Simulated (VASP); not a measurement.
Here is a VASP 6.6.1 calculation.

File POSCAR:

```
V
1.0
   -1.4999668139      1.4999668139      1.4999668139
    1.4999668139     -1.4999668139      1.4999668139
    1.4999668139      1.4999668139     -1.4999668139
V
1
Direct
    0.0000000000      0.0000000000      0.0000000000
```

The input INCAR.step1:

```
ALGO = Normal ; EDIFF = 1E-5
ENCUT = 520 ; GGA = PE
ISIF = 2 ; ISMEAR = -1
LASPH = T ; LCHARG = F
LREAL = F ; LWAVE = T
NBANDS = 12 ; NELM = 100
PREC = Accurate ; SIGMA = 0.1
```

INCAR.step2

```
ALGO = Normal ; EDIFF = 1E-7
ENCUT = 520 ; GGA = PE
HFSCREEN = 0.2079 ; ISIF = 2
ISMEAR = -1 ; ISTART = 1
LASPH = T ; LCHARG = F
LHFCALC = T ; LREAL = F
LWAVE = F ; NBANDS = 12
NELM = 100 ; PREC = Accurate
PRECFOCK = Normal ; SIGMA = 0.1
```

Contents of KPOINTS:

```
k-points
0
Gamma
  6 6 6
```

Potentials or basis: VASP PAW PBE potentials, release 64 (V_sv).

The run is started by

```bash
$ cat potpaw_PBE.64/V_sv/POTCAR > POTCAR
$ cp INCAR.step1 INCAR
$ mpirun -np 1 vasp_std > vasp.out
$ cp INCAR.step2 INCAR
$ mpirun -np 1 vasp_std > vasp.out
```

(1) Predict the band gap on the k mesh.

(2) Predict the pressure.

## Answers

(1) zero (an odd number of electrons rules out a gap without spin polarisation).

(2) -3.8 GPa.

Caveat: the k points lie up to 0.49 Å⁻¹ apart, too coarse for converged energies and pressures of a metal; the PAW data sets were made with another functional, which shifts forces and pressure a little.
